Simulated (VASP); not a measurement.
# TiN (Osbornite) (Fm-3m) in VASP: a series of runs, part 2 of 2

VASP 6.6.1. Earlier steps stand in the parts before.

### Step 3. Single point, PBE

INCAR

```
PREC = Accurate
ENCUT = 520
EDIFF = 1E-6
ISMEAR = 1
SIGMA = 0.1
LREAL = False
LASPH = True
NELM = 60
ALGO = Normal
ISIF = 2
LWAVE = False
LCHARG = False
GGA = PE
NBANDS = 16
```

KPOINTS

```
regular mesh
0
Gamma
  7 7 7
```

POSCAR

```
TiN
1.0
    0.0000000000      2.1190000000      2.1190000000
    2.1190000000      0.0000000000      2.1190000000
    2.1190000000      2.1190000000      0.0000000000
Ti N
1 1
Direct
    0.0000000000      0.0000000000      0.0000000000
    0.5000000000      0.5000000000      0.5000000000
```

Potentials or basis: VASP PAW PBE potentials, release 64 (Ti_sv, N).

Command:

```bash
$ cat potpaw_PBE.64/Ti_sv/POTCAR potpaw_PBE.64/N/POTCAR > POTCAR
$ mpirun -np 1 vasp_std > vasp.out
```

OUTCAR:

```text
PREC = Accurate
   ENCUT = 520
   EDIFF = 1E-6
   ISMEAR = 1
   LREAL = False
   LASPH = True
   NELM = 60
   ISIF = 2
   GGA = PE

 ion  position               nearest neighbor table
   1  0.000  0.000  0.000-   2 2.12   2 2.12   2 2.12   2 2.12   2 2.12   2 2.12
   2  0.500  0.500  0.500-   1 2.12   1 2.12   1 2.12   1 2.12   1 2.12   1 2.12

  LATTYP: Found a face centered cubic cell.
 ALAT       =     4.2380000000

  Lattice vectors:

 A1 = (   0.0000000000,   2.1190000000,   2.1190000000)
 A2 = (   2.1190000000,   0.0000000000,   2.1190000000)
 A3 = (   2.1190000000,   2.1190000000,   0.0000000000)

Analysis of symmetry for initial positions (statically):
=====================================================================
 Subroutine PRICEL returns:
 Original cell was already a primitive cell.

 Routine SETGRP: Setting up the symmetry group for a
 face centered cubic supercell.

 Subroutine GETGRP returns: Found 48 space group operations
 (whereof 48 operations were pure point group operations)
 out of a pool of 48 trial point group operations.

The static configuration has the point symmetry O_h .

Analysis of symmetry for dynamics (positions and initial velocities):
=====================================================================
 Subroutine PRICEL returns:
 Original cell was already a primitive cell.

 Routine SETGRP: Setting up the symmetry group for a
 face centered cubic supercell.

 Subroutine GETGRP returns: Found 48 space group operations
 (whereof 48 operations were pure point group operations)
 out of a pool of 48 trial point group operations.

The dynamic configuration has the point symmetry O_h .

 Subroutine INISYM returns: Found 48 space group operations
 (whereof 48 operations are pure point group operations),
 and found     1 'primitive' translations

----------------------------------------------------------------------------------------

                                     Primitive cell

  volume of cell :      19.0293

  direct lattice vectors                    reciprocal lattice vectors
     0.000000000  2.119000000  2.119000000    -0.235960359  0.235960359  0.235960359
     2.119000000  0.000000000  2.119000000     0.235960359 -0.235960359  0.235960359
     2.119000000  2.119000000  0.000000000     0.235960359  0.235960359 -0.235960359

  length of vectors
     2.996718539  2.996718539  2.996718539     0.408695330  0.408695330  0.408695330

  position of ions in fractional coordinates (direct lattice)
     0.000000000  0.000000000  0.000000000
     0.500000000  0.500000000  0.500000000

  ion indices of the primitive-cell ions
   primitive index   ion index
                 1           1
                 2           2

----------------------------------------------------------------------------------------

 KPOINTS: regular mesh

Automatic generation of k-mesh.
 Grid dimensions read from file:
 generate k-points for:    7    7    7

 Generating k-lattice:

  Cartesian coordinates                     Fractional coordinates (reciprocal lattice)
    -0.033708623  0.033708623  0.033708623     0.142857143  0.000000000  0.000000000
     0.033708623 -0.033708623  0.033708623     0.000000000  0.142857143  0.000000000
     0.033708623  0.033708623 -0.033708623     0.000000000  0.000000000  0.142857143

  Length of vectors
     0.058385047  0.058385047  0.058385047

  Shift w.r.t. Gamma in fractional coordinates (k-lattice)
     0.000000000  0.000000000  0.000000000

 Subroutine IBZKPT returns following result:
 ===========================================

 Found     20 irreducible k-points:

 Following reciprocal coordinates:
            Coordinates               Weight
  0.000000  0.000000  0.000000      1.000000
  0.142857  0.000000  0.000000      8.000000
  0.285714  0.000000  0.000000      8.000000
  0.428571  0.000000  0.000000      8.000000
  0.142857  0.142857  0.000000      6.000000
  0.285714  0.142857  0.000000     24.000000
[... 12 lines left out ...]
 -0.428571  0.428571  0.142857     24.000000
 -0.285714  0.428571  0.142857     24.000000
   k-points           NKPTS =     20   k-points in BZ     NKDIM =     20   number of bands    NBANDS=     16
   number of dos      NEDOS =    301   number of ions     NIONS =      2
   total plane-waves  NPLWV =  13824
   dimension x,y,z NGX =    24 NGY =   24 NGZ =   24
   dimension x,y,z NGXF=    48 NGYF=   48 NGZF=   48
   ions per type =               1   1
   NGX,Y,Z   is equivalent  to a cutoff of  13.31, 13.31, 13.31 a.u.
   NGXF,Y,Z  is equivalent  to a cutoff of  26.63, 26.63, 26.63 a.u.
 SYSTEM =  unknown system
   PREC   = accura    normal or accurate (medium, high low for compatibility)
   ISTART =      0    job   : 0-new  1-cont  2-samecut
   ICHARG =      2    charge: 1-file 2-atom 10-const
   ISPIN  =      1    spin polarized calculation?
   LNONCOLLINEAR =      F non collinear calculations
   LSORBIT =      F    spin-orbit coupling
   LASPH  =      T    aspherical Exc in radial PAW
   ENCUT  =  520.0 eV  38.22 Ry    6.18 a.u.   5.57  5.57  5.57*2*pi/ulx,y,z
   NELM   =     60;   NELMIN=  2; NELMDL= -5     # of ELM steps
   EDIFF  = 0.1E-05   stopping-criterion for ELM
   LREAL  =      F    real-space projection
   EDIFFG = 0.1E-04   stopping-criterion for IOM
   NSW    =      0    number of steps for IOM
   IBRION =     -1    ionic relax: 0-MD 1-quasi-New 2-CG
   NFREE  =      0    steps in history (QN), initial steepest desc. (CG)
   ISIF   =      2    stress and relaxation
   ISYM   =      2    0-nonsym 1-usesym 2-fastsym
   POTIM  = 0.5000    time-step for ionic-motion
   TEBEG  =    0.0;   TEEND  =   0.0 temperature during run
   PSTRESS=    0.0 pullay stress
   NELECT =      17.0000    total number of electrons
   NUPDOWN=      -1.0000    fix difference up-down
   EMIN   =  10.00;   EMAX   =-10.00  energy-range for DOS
   EFERMI =   0.00;   METHOD = LEGACY
   ISMEAR =     1;   SIGMA  =   0.10  broadening in eV -4-tet -1-fermi 0-gaus
   EFERMI_NEDOS =   21; number of points for ismear=-14 and -15
   IALGO  =     38    algorithm
   IMIX   =      4    mixing-type and parameters
     AMIX     =   0.40;   BMIX     =  1.00
     AMIX_MAG =   1.60;   BMIX_MAG =  1.00
  volume/ion in A,a.u.               =       9.51        64.21
  Fermi-wavevector in a.u.,A,eV,Ry     =   1.576704  2.979539 33.824024  2.485996
  Thomas-Fermi vector in A             =   2.677497
   LORBIT       =      0    0 simple, 1 ext, 2 COOP (PROOUT), +10 PAW based schemes
   GGA     = PE    functional components
   LHFCALC =     F    Hartree Fock is set to
   AEXX    =    0.0000 exact exchange contribution
   IVDW    =     0    specifies the selected vdW correction
   LEPSILON=     F    determine dielectric tensor
   LRPA    =     F    only Hartree local field effects (RPA)
 non-spin polarized calculation
 Methfessel and Paxton  Order N= 1 SIGMA  =   0.10
  energy-cutoff  :      520.00
  volume of cell :       19.03
 maximum number of plane-waves:       531
 NGX is ok and might be reduce to    24
   NGX = 11   NGY = 11   NGZ = 11

 number of electron      17.0000002 magnetization

 Free energy of the ion-electron system (eV)
  ---------------------------------------------------
  ext. energy  EPLUGINS =         0.00000000
  ---------------------------------------------------
  free energy    TOTEN  =       -19.63328827 eV

  energy without entropy =      -19.63146281  energy(sigma->0) =      -19.63267978

 E-fermi :  11.4901     XC(G=0): -13.0336

 val. band max:       11.4633279775   @ k =  -0.4286   0.2857   0.0000
 cond. band min:      11.5678075211   @ k =   0.1429   0.0000   0.0000
 fundamental gap:      0.1044795436
 Fermi energy:        11.4900727625

 k-point     1 :       0.0000    0.0000    0.0000
  band No.  band energies     occupation
      1     -46.3638      2.00000
      2     -22.3425      2.00000
      3     -22.3425      2.00000
      4     -22.3425      2.00000
      5      -5.6397      2.00000
      6       9.4287      2.00000
[... 8 lines left out ...]
     15      24.6701      0.00000
     16      31.2688      0.00000
[... 343 lines left out ...]
 k-point    20 :      -0.2857    0.4286    0.1429
  band No.  band energies     occupation
      1     -46.2365      2.00000
      2     -22.7392      2.00000
      3     -22.7215      2.00000
      4     -22.5263      2.00000
      5      -3.7298      2.00000
      6       5.5352      2.00000
[... 8 lines left out ...]
     15      23.2772      0.00000
     16      24.5696      0.00000

------------------------ aborting loop because EDIFF is reached ----------------------------------------

  FORCE on cell =-STRESS in cart. coord.  units (eV):
  Direction    XX          YY          ZZ          XY          YZ          ZX
  --------------------------------------------------------------------------------------
  -------------------------------------------------------------------------------------
  Total        0.2626366      0.2626366      0.2626366      0.0000000      0.0000000      0.0000000
  in kB       22.1127571     22.1127571     22.1127571      0.0000000      0.0000000      0.0000000
  external PRESSURE =      22.1127571 kB  Pullay stress =       0.0000000 kB

 VOLUME and BASIS-vectors are now :
 -----------------------------------------------------------------------------
  energy-cutoff  :      520.00
  volume of cell :       19.03
      direct lattice vectors                 reciprocal lattice vectors
     0.000000000  2.119000000  2.119000000    -0.235960359  0.235960359  0.235960359
     2.119000000  0.000000000  2.119000000     0.235960359 -0.235960359  0.235960359
     2.119000000  2.119000000  0.000000000     0.235960359  0.235960359 -0.235960359

 POSITION                                       TOTAL-FORCE (eV/Angst)
 -----------------------------------------------------------------------------------
      0.00000      0.00000      0.00000         0.000000      0.000000      0.000000
      2.11900      2.11900      2.11900         0.000000      0.000000      0.000000
 -----------------------------------------------------------------------------------
    total drift:                                0.000000     -0.000000     -0.000000

  FREE ENERGIE OF THE ION-ELECTRON SYSTEM (eV)
  ---------------------------------------------------
  free  energy   TOTEN  =       -19.6332882665 eV

  energy  without entropy=      -19.6314628066  energy(sigma->0) =      -19.63267978
```

stdout:

```text
POSCAR found type information on POSCAR TiN
 POSCAR found :  2 types and       2 ions
 scaLAPACK will be used
 LDA part: xc-table for (Slater+PW92), standard interpolation
 POSCAR, INCAR and KPOINTS ok, starting setup
 FFT: planning ... GRIDC
 FFT: planning ... GRID_SOFT
 FFT: planning ... GRID
 WAVECAR not read
 entering main loop
```

Run time: 7.7 s. Hardware: 1 thread of Intel Xeon Platinum 8259CL at 2.50GHz (Skylake/Cascade Lake), shared host; peak memory 0.13 GiB.

What came out:

```
Free energy : -19.6333 eV
Pressure    : 2.2 GPa
```

Caveat: the k points lie up to 0.37 Å⁻¹ apart.

### Step 4. Single point, PBE

INCAR

```
SYSTEM = TiN
PREC = Accurate
ENCUT = 520
EDIFF = 1E-7
ISMEAR = 1
SIGMA = 0.1
LREAL = .FALSE.
LASPH = .TRUE.
NELM = 80
ALGO = Normal
ISIF = 2
LWAVE = .FALSE.
LCHARG = .FALSE.
GGA = PE
NBANDS = 16
```

KPOINTS

```
Automatic mesh
0
G
  8 8 8
  0 0 0
```

POSCAR is that of step 3.

Potentials or basis: VASP PAW PBE potentials, release 64 (Ti_sv, N).

Command:

```bash
$ cat potpaw_PBE.64/Ti_sv/POTCAR potpaw_PBE.64/N/POTCAR > POTCAR
$ mpirun -np 1 vasp_std > vasp.out
```

OUTCAR:

```text
SYSTEM = TiN
   PREC = Accurate
   ENCUT = 520
   EDIFF = 1E-7
   ISMEAR = 1
   LREAL = .FALSE.
   LASPH = .TRUE.
   NELM = 80
   ISIF = 2
   GGA = PE

 ion  position               nearest neighbor table
   1  0.000  0.000  0.000-   2 2.12   2 2.12   2 2.12   2 2.12   2 2.12   2 2.12
   2  0.500  0.500  0.500-   1 2.12   1 2.12   1 2.12   1 2.12   1 2.12   1 2.12

  LATTYP: Found a face centered cubic cell.
 ALAT       =     4.2380000000

  Lattice vectors:

 A1 = (   0.0000000000,   2.1190000000,   2.1190000000)
 A2 = (   2.1190000000,   0.0000000000,   2.1190000000)
 A3 = (   2.1190000000,   2.1190000000,   0.0000000000)

Analysis of symmetry for initial positions (statically):
=====================================================================
 Subroutine PRICEL returns:
 Original cell was already a primitive cell.

 Routine SETGRP: Setting up the symmetry group for a
 face centered cubic supercell.

 Subroutine GETGRP returns: Found 48 space group operations
 (whereof 48 operations were pure point group operations)
 out of a pool of 48 trial point group operations.

The static configuration has the point symmetry O_h .

[... 156 lines left out ...]
  ---------------------------------------------------
  free energy    TOTEN  =       -19.62233662 eV

  energy without entropy =      -19.61876929  energy(sigma->0) =      -19.62114751

 E-fermi :  11.5068     XC(G=0): -13.0341

 val. band max:       11.5034367860   @ k =   0.3750   0.1250   0.0000
 cond. band min:      11.5247094663   @ k =  -0.3750   0.3750   0.1250
 fundamental gap:      0.0212726803
 Fermi energy:        11.5067550782

 k-point     1 :       0.0000    0.0000    0.0000
  band No.  band energies     occupation
      1     -46.3707      2.00000
      2     -22.3489      2.00000
      3     -22.3489      2.00000
      4     -22.3489      2.00000
      5      -5.6394      2.00000
      6       9.4298      2.00000
[... 433 lines left out ...]
      3     -22.5657      2.00000
      4     -22.4595      2.00000
      5      -3.4746      2.00000
      6       4.3432      2.00000
[... 8 lines left out ...]
     15      24.3075      0.00000
     16      25.2440      0.00000

 [... further k-points ...]
[... 5 lines left out ...]
  --------------------------------------------------------------------------------------
  -------------------------------------------------------------------------------------
  Total        0.2880437      0.2880437      0.2880437      0.0000000      0.0000000      0.0000000
  in kB       24.2519143     24.2519143     24.2519143      0.0000000      0.0000000      0.0000000
  external PRESSURE =      24.2519143 kB  Pullay stress =       0.0000000 kB

 VOLUME and BASIS-vectors are now :
 -----------------------------------------------------------------------------
  energy-cutoff  :      520.00
  volume of cell :       19.03
      direct lattice vectors                 reciprocal lattice vectors
     0.000000000  2.119000000  2.119000000    -0.235960359  0.235960359  0.235960359
     2.119000000  0.000000000  2.119000000     0.235960359 -0.235960359  0.235960359
     2.119000000  2.119000000  0.000000000     0.235960359  0.235960359 -0.235960359

 POSITION                                       TOTAL-FORCE (eV/Angst)
 -----------------------------------------------------------------------------------
      0.00000      0.00000      0.00000        -0.000000      0.000000      0.000000
      2.11900      2.11900      2.11900         0.000000     -0.000000     -0.000000
 -----------------------------------------------------------------------------------
    total drift:                                0.000000     -0.000000     -0.000000

  FREE ENERGIE OF THE ION-ELECTRON SYSTEM (eV)
  ---------------------------------------------------
  free  energy   TOTEN  =       -19.6223366203 eV

  energy  without entropy=      -19.6187692916  energy(sigma->0) =      -19.62114751
```

OSZICAR:

```text
N       E                     dE             d eps       ncg     rms          rms(c)
DAV:   1     0.132658607655E+03    0.13266E+03   -0.81538E+03   928   0.126E+03
DAV:   2    -0.163612298752E+02   -0.14902E+03   -0.13917E+03   976   0.344E+02
DAV:   3    -0.245710601638E+02   -0.82098E+01   -0.81405E+01  1184   0.832E+01
DAV:   4    -0.247940262010E+02   -0.22297E+00   -0.22274E+00  1104   0.124E+01
DAV:   5    -0.247993479927E+02   -0.53218E-02   -0.53216E-02  1088   0.180E+00    0.182E+01
DAV:   6    -0.200172248281E+02    0.47821E+01   -0.13057E+01  1216   0.536E+01    0.689E+00
DAV:   7    -0.196593850740E+02    0.35784E+00   -0.15815E+00  1120   0.161E+01    0.492E+00
DAV:   8    -0.198709630444E+02   -0.21158E+00   -0.99928E-01  1200   0.149E+01    0.603E+00
DAV:   9    -0.196325180112E+02    0.23845E+00   -0.31270E-01  1024   0.886E+00    0.156E+00
DAV:  10    -0.196259449738E+02    0.65730E-02   -0.28420E-02  1144   0.188E+00    0.498E-01
DAV:  11    -0.196223655443E+02    0.35794E-02   -0.48995E-03  1384   0.947E-01    0.163E-01
DAV:  12    -0.196223329126E+02    0.32632E-04   -0.42277E-04  1064   0.197E-01    0.343E-02
DAV:  13    -0.196223383116E+02   -0.53990E-05   -0.36459E-05  1064   0.605E-02    0.196E-02
DAV:  14    -0.196223369418E+02    0.13698E-05   -0.45827E-06  1016   0.234E-02    0.885E-03
DAV:  15    -0.196223367008E+02    0.24100E-06   -0.11785E-06  1192   0.158E-02    0.295E-03
DAV:  16    -0.196223366203E+02    0.80566E-07   -0.16774E-07   848   0.669E-03
   1 F= -.19622337E+02 E0= -.19621148E+02  d E =-.356733E-02
```

stdout:

```text
POSCAR found type information on POSCAR TiN
 POSCAR found :  2 types and       2 ions
 scaLAPACK will be used
 LDA part: xc-table for (Slater+PW92), standard interpolation
 POSCAR, INCAR and KPOINTS ok, starting setup
 FFT: planning ... GRIDC
 FFT: planning ... GRID_SOFT
 FFT: planning ... GRID
 WAVECAR not read
 entering main loop
```

Wall time 9.2 s (1 thread of Intel Xeon Platinum 8259CL at 2.50GHz (Skylake/Cascade Lake), shared host); peak memory 0.13 GiB.

Results:

| Property | Result |
| --- | --- |
| Free energy | -19.6223 eV |
| Pressure | 2.4 GPa |

### Step 5. Overview

| k mesh | gap on the mesh (eV) | pressure (GPa) |
| --- | --- | --- |
| 6 × 6 × 6 | none | 2.1 |
| 7 × 7 × 7 | none | 2.2 |
| 8 × 8 × 8 | none | 2.4 |

Alike in all rows: task single point; level PBE; potentials or basis VASP PAW PBE potentials, release 64 (Ti_sv, N); no spin polarisation; cell as given; cutoff (eV) 520; smearing methfessel-paxton 0.1 eV.

Caveats: some runs use coarse meshes.

Absolute energies hang on the potentials; compare differences alone.
